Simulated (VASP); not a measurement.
Wanted: the native input for a VASP 6.6.1 run.

```
Task                   : single point
Functional             : LDA
Potentials or basis    : VASP PAW LDA potentials, release 64 (Cs_sv, Br)
Cutoff                 : 500 eV
k mesh                 : 5 × 5 × 5
Occupations            : fermi-dirac, width 0.01 eV
Spin                   : no spin polarisation
Dipole correction      : no
Further INCAR settings : ALGO = Normal; EDIFF = 1e-06; NBANDS = 15
```

The structure of CsBr lies in POSCAR:

```
CsBr
1.0
    4.1398421706      0.0000000000      0.0000000000
    0.0000000000      4.1398421706      0.0000000000
    0.0000000000      0.0000000000      4.1398421706
Cs Br
1 1
Direct
    0.0000000000      0.0000000000      0.0000000000
    0.5000000000      0.5000000000      0.5000000000
```

The input as run:

INCAR

```
SYSTEM = CsBr
PREC = Accurate
ENCUT = 500
EDIFF = 1E-6
ISMEAR = -1
SIGMA = 0.01
LREAL = .FALSE.
LASPH = .TRUE.
NELM = 120
ALGO = Normal
ISIF = 2
LWAVE = .FALSE.
LCHARG = .TRUE.
LELF = .TRUE.
LVHAR = .TRUE.
NBANDS = 15
GGA_COMPAT = .FALSE.
```

KPOINTS

```
Automatic mesh
0
G
  5 5 5
  0 0 0
```

Potentials or basis: VASP PAW LDA potentials, release 64 (Cs_sv, Br).

Command:

```bash
$ cat potpaw_LDA.64/Cs_sv/POTCAR potpaw_LDA.64/Br/POTCAR > POTCAR
$ mpirun -np 1 vasp_std > vasp.out
```

Results of the run:

* Pressure: 0.1 GPa
* Band gap on the k mesh: 4.50 eV

Caveat: spin-orbit coupling is left out, which moves the levels of the heavy elements; an odd mesh through Γ misses points on the zone boundary, where band edges can lie.

Wall time 12 s on 1 thread of Intel Xeon 8259CL, on a shared host, peak memory 0.15 GiB.
